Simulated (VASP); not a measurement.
Runs of VASP 6.6.1 on AlCu. The structure is that of space group Pm-3m (No. 221), or close to it. The cells are those of the table. 

| cell | gap on the mesh (eV) | pressure (GPa) |
| --- | --- | --- |
| a = 2.915 Å, 2 atoms | none | (b) |
| a = 3.037 Å, 2 atoms | none | -7.9 |
| a = 2.872 Å, 2 atoms | none | 14.3 |
| a = 3.113 Å, 2 atoms | none | -13.5 |
| a = 3.075 Å, 2 atoms | none | (a) |

Alike in all rows: task single point; level PBEsol; potentials or basis VASP PAW PBE potentials, release 64 (Al, Cu); no spin polarisation; k mesh 8 × 8 × 8; cutoff (eV) 520; smearing fermi-dirac 0.05 eV.

Q: Fill in the values left out.

A: (a) -11.3; (b) 7.0.

Caveats: the PAW data sets were made with another functional, which shifts forces and pressure a little.

A gap of «none» marks levels without a gap at the run's occupations.
